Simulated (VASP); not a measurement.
Input of a VASP 6.6.1 run:

File INCAR:

```
SYSTEM = Be
  PREC = Accurate
  ENCUT = 520
  EDIFF = 1E-6
  ISMEAR = -1
  SIGMA = 0.03
  LREAL = .FALSE.
  LASPH = .TRUE.
  NELM = 60
  ALGO = Normal
  ISIF = 2
  LWAVE = .FALSE.
  LCHARG = .TRUE.
  GGA = PS
  LELF = .TRUE.
  LVHAR = .TRUE.
  NBANDS = 7
```

File KPOINTS:

```
Automatic mesh
0
G
  23 23 23
  0 0 0
```

Contents of POSCAR:

```
Be
1.0
   -1.2656521608      1.2656521608      1.2531209513
    1.2656521608     -1.2656521608      1.2531209513
    1.2656521608      1.2656521608     -1.2531209513
Be
1
Direct
    0.0000000000      0.0000000000      0.0000000000
```

Potentials or basis: VASP PAW PBE potentials, release 64 (Be).

Launch:

```sh
$ cat potpaw_PBE.64/Be/POTCAR > POTCAR
$ mpirun -np 1 vasp_std > vasp.out
```

(1) Estimate the band gap on the k mesh.

(2) What does it give for the pressure?

Results:

(1) zero (band 1 reaches 11.45 eV, above the bottom of band 2 at 6.48 eV).

(2) -3.9 GPa.

Caveat: the cell differs from its parent crystal (equal xx and yy strain of +1 %); the PAW data sets were made with another functional, which shifts forces and pressure a little.
